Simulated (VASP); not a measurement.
# LiAl2 (P4/mmm) in VASP: a series of runs, part 2 of 3

VASP 6.6.1.

**4. Single point, PBE+D3(BJ)**

This run uses another cell than the first one, of 18.35 Å³/atom.

INCAR reads:

```
SYSTEM = LiAl2
PREC = Accurate ; ENCUT = 520
EDIFF = 1E-7 ; ISMEAR = 0
SIGMA = 0.1 ; LREAL = .False.
LASPH = .True. ; NELM = 80
ALGO = Normal ; ISIF = 2
LWAVE = .False. ; LCHARG = .False.
GGA = PE ; IVDW = 12
NBANDS = 12
```

KPOINTS reads:

```
Automatic mesh
0
Gamma
  14 14 10
  0 0 0
```

POSCAR reads:

```
LiAl2
1.0
    3.3761235229      0.0000000000      0.0000000000
    0.0000000000      3.3761235229      0.0000000000
    0.0000000000      0.0000000000      4.8295136158
Li Al
1 2
Direct
    0.0000000000      0.0000000000      0.0000000000
    0.5000000000      0.5000000000      0.0000000000
    0.0000000000      0.0000000000      0.5000000000
```

Potentials or basis: VASP PAW PBE potentials, release 64 (Li_sv, Al).

Run with:

```bash
$ cat potpaw_PBE.64/Li_sv/POTCAR potpaw_PBE.64/Al/POTCAR > POTCAR
$ mpirun -np 1 vasp_std > vasp.out
```

OUTCAR:

```text
SYSTEM = LiAl2
   PREC = Accurate
   ENCUT = 520
   EDIFF = 1E-7
   ISMEAR = 0
   LREAL = .False.
   LASPH = .True.
   NELM = 80
   ISIF = 2
   GGA = PE
   IVDW = 12
 IVDW          = 12

 ion  position               nearest neighbor table
   1  0.000  0.000  0.000-   2 2.39   2 2.39   2 2.39   2 2.39   3 2.41   3 2.41
   2  0.500  0.500  0.000-   1 2.39   1 2.39   1 2.39   1 2.39
   3  0.000  0.000  0.500-   1 2.41   1 2.41

  LATTYP: Found a simple tetragonal cell.
 ALAT       =     3.3761235229
 C/A-ratio  =     1.4304907931

  Lattice vectors:

 A1 = (   3.3761235229,   0.0000000000,   0.0000000000)
 A2 = (   0.0000000000,   3.3761235229,   0.0000000000)
 A3 = (   0.0000000000,   0.0000000000,   4.8295136158)

Analysis of symmetry for initial positions (statically):
=====================================================================
 Subroutine PRICEL returns:
 Original cell was already a primitive cell.

 Routine SETGRP: Setting up the symmetry group for a
 simple tetragonal supercell.

 Subroutine GETGRP returns: Found 16 space group operations
 (whereof 16 operations were pure point group operations)
 out of a pool of 16 trial point group operations.

The static configuration has the point symmetry D_4h.

Analysis of symmetry for dynamics (positions and initial velocities):
=====================================================================
 Subroutine PRICEL returns:
 Original cell was already a primitive cell.

 Routine SETGRP: Setting up the symmetry group for a
 simple tetragonal supercell.

 Subroutine GETGRP returns: Found 16 space group operations
 (whereof 16 operations were pure point group operations)
 out of a pool of 16 trial point group operations.

The dynamic configuration has the point symmetry D_4h.

 Subroutine INISYM returns: Found 16 space group operations
 (whereof 16 operations are pure point group operations),
 and found     1 'primitive' translations

----------------------------------------------------------------------------------------

                                     Primitive cell

  volume of cell :      55.0478

  direct lattice vectors                    reciprocal lattice vectors
     3.376123523  0.000000000  0.000000000     0.296197693  0.000000000  0.000000000
     0.000000000  3.376123523  0.000000000     0.000000000  0.296197693  0.000000000
     0.000000000  0.000000000  4.829513616     0.000000000  0.000000000  0.207060189

  length of vectors
     3.376123523  3.376123523  4.829513616     0.296197693  0.296197693  0.207060189

  position of ions in fractional coordinates (direct lattice)
     0.000000000  0.000000000  0.000000000
     0.500000000  0.500000000  0.000000000
     0.000000000  0.000000000  0.500000000

  ion indices of the primitive-cell ions
   primitive index   ion index
                 1           1
                 2           2
                 3           3

----------------------------------------------------------------------------------------

 KPOINTS: Automatic mesh

Automatic generation of k-mesh.
 Grid dimensions read from file:
 generate k-points for:   14   14   10

 Generating k-lattice:
[... 44 lines left out ...]
   k-points           NKPTS =    216   k-points in BZ     NKDIM =    216   number of bands    NBANDS=     12
   number of dos      NEDOS =    301   number of ions     NIONS =      3
   total plane-waves  NPLWV =  28224
   dimension x,y,z NGX =    28 NGY =   28 NGZ =   36
   dimension x,y,z NGXF=    56 NGYF=   56 NGZF=   72
   ions per type =               1   2
   NGX,Y,Z   is equivalent  to a cutoff of  13.79, 13.79, 12.39 a.u.
   NGXF,Y,Z  is equivalent  to a cutoff of  27.58, 27.58, 24.78 a.u.
 SYSTEM =  LiAl2
   PREC   = accura    normal or accurate (medium, high low for compatibility)
   ISTART =      0    job   : 0-new  1-cont  2-samecut
   ICHARG =      2    charge: 1-file 2-atom 10-const
   ISPIN  =      1    spin polarized calculation?
   LNONCOLLINEAR =      F non collinear calculations
   LSORBIT =      F    spin-orbit coupling
   LASPH  =      T    aspherical Exc in radial PAW
   ENCUT  =  520.0 eV  38.22 Ry    6.18 a.u.   6.28  6.28  8.98*2*pi/ulx,y,z
   NELM   =     80;   NELMIN=  2; NELMDL= -5     # of ELM steps
   EDIFF  = 0.1E-06   stopping-criterion for ELM
   LREAL  =      F    real-space projection
   EDIFFG = 0.1E-05   stopping-criterion for IOM
   NSW    =      0    number of steps for IOM
   IBRION =     -1    ionic relax: 0-MD 1-quasi-New 2-CG
   NFREE  =      0    steps in history (QN), initial steepest desc. (CG)
   ISIF   =      2    stress and relaxation
   ISYM   =      2    0-nonsym 1-usesym 2-fastsym
   POTIM  = 0.5000    time-step for ionic-motion
   TEBEG  =    0.0;   TEEND  =   0.0 temperature during run
   PSTRESS=    0.0 pullay stress
   NELECT =       9.0000    total number of electrons
   NUPDOWN=      -1.0000    fix difference up-down
   EMIN   =  10.00;   EMAX   =-10.00  energy-range for DOS
   EFERMI =   0.00;   METHOD = LEGACY
   ISMEAR =     0;   SIGMA  =   0.10  broadening in eV -4-tet -1-fermi 0-gaus
   EFERMI_NEDOS =   21; number of points for ismear=-14 and -15
   IALGO  =     38    algorithm
   IMIX   =      4    mixing-type and parameters
     AMIX     =   0.40;   BMIX     =  1.00
     AMIX_MAG =   1.60;   BMIX_MAG =  1.00
  volume/ion in A,a.u.               =      18.35       123.83
  Fermi-wavevector in a.u.,A,eV,Ry     =   0.895177  1.691640 10.902921  0.801342
  Thomas-Fermi vector in A             =   2.017476
   LORBIT       =      0    0 simple, 1 ext, 2 COOP (PROOUT), +10 PAW based schemes
   GGA     = PE    functional components
   LHFCALC =     F    Hartree Fock is set to
   AEXX    =    0.0000 exact exchange contribution
   IVDW    =    12    specifies the selected vdW correction
   LEPSILON=     F    determine dielectric tensor
   LRPA    =     F    only Hartree local field effects (RPA)
 non-spin polarized calculation
 Gauss-broadening in eV      SIGMA  =   0.10
  energy-cutoff  :      520.00
  volume of cell :       55.05
 maximum number of plane-waves:      1508
 NGX is ok and might be reduce to    28
   NGX = 13   NGY = 13   NGZ = 17

 number of electron       8.9999988 magnetization

 Free energy of the ion-electron system (eV)
  ---------------------------------------------------
  ext. energy  EPLUGINS =         0.00000000
  ---------------------------------------------------
  free energy    TOTEN  =        -7.71399614 eV

  energy without entropy =       -7.70639839  energy(sigma->0) =       -7.71019727

 E-fermi :   4.6848     XC(G=0):  -9.0427

 val. band max:        4.6840513385   @ k =   0.4286   0.3571   0.3000
 cond. band min:       4.6857818289   @ k =   0.3571   0.2143   0.3000
 fundamental gap:      0.0017304905
 Fermi energy:         4.6848186596

 k-point     1 :       0.0000    0.0000    0.0000
  band No.  band energies     occupation
      1     -41.2166      2.00000
      2      -3.6522      2.00000
      3       1.7904      2.00000
      4       2.3735      2.00000
      5       7.0597      0.00000
      6       7.0597      0.00000
      7       9.0499      0.00000
      8      10.9571      0.00000
      9      12.3416      0.00000
     10      12.4190      0.00000
     11      12.4190      0.00000
     12      14.0993      0.00000
[... 331 lines left out ...]
 k-point    24 :       0.3571    0.2143    0.0000
  band No.  band energies     occupation
      1     -41.2131      2.00000
      2      -1.6440      2.00000
      3       1.5465      2.00000
      4       3.8269      2.00000
      5       4.0780      2.00000
      6       5.9899      0.00000
      7       7.4824      0.00000
      8       7.5590      0.00000
      9       8.7535      0.00000
     10      11.3747      0.00000
     11      12.0062      0.00000
     12      14.8047      0.00000

 [... further k-points ...]

------------------------ aborting loop because EDIFF is reached ----------------------------------------

 Edisp (eV)   -0.76875

 E8    (eV) :    -0.3375

  FORCE on cell =-STRESS in cart. coord.  units (eV):
  Direction    XX          YY          ZZ          XY          YZ          ZX
  --------------------------------------------------------------------------------------
  -------------------------------------------------------------------------------------
  Total      -0.08501    -0.08501    -0.08389     0.00000     0.00000    -0.00000
  in kB      -2.47418    -2.47418    -2.44159     0.00000     0.00000    -0.00000
  external pressure =       -2.46 kB  Pullay stress =        0.00 kB

 VOLUME and BASIS-vectors are now :
 -----------------------------------------------------------------------------
  energy-cutoff  :      520.00
  volume of cell :       55.05
      direct lattice vectors                 reciprocal lattice vectors
     3.376123523  0.000000000  0.000000000     0.296197693  0.000000000  0.000000000
     0.000000000  3.376123523  0.000000000     0.000000000  0.296197693  0.000000000
     0.000000000  0.000000000  4.829513616     0.000000000  0.000000000  0.207060189

 POSITION                                       TOTAL-FORCE (eV/Angst)
 -----------------------------------------------------------------------------------
      0.00000      0.00000      0.00000         0.000000      0.000000      0.000000
      1.68806      1.68806      0.00000         0.000000      0.000000      0.000000
      0.00000      0.00000      2.41476         0.000000      0.000000      0.000000
 -----------------------------------------------------------------------------------
    total drift:                               -0.000000     -0.000000     -0.000000

  FREE ENERGIE OF THE ION-ELECTRON SYSTEM (eV)
  ---------------------------------------------------
  free  energy   TOTEN  =        -8.4827441549 eV

  energy  without entropy=       -8.4751464071  energy(sigma->0) =       -8.47894528
```

It took 2.5 min on 1 thread of Oxide Virtual Turin-like, shared host; peak memory 0.23 GiB.

Results:

| Item | Value |
| --- | --- |
| Free energy | -8.4827 eV |
| Band gap on the k mesh | zero (an odd number of electrons rules out a gap without spin polarisation) |
| Dispersion energy per atom | -0.256 eV |

Caveat: the cutoff is under 1.25 times the usual one of these potentials, so pressure, stress and relaxed cells hold a basis-set (Pulay) error; three body term missing.

[end of part 2 of 3]

The gap in the log of VASP goes by the Fermi energy; the results here count the filled bands.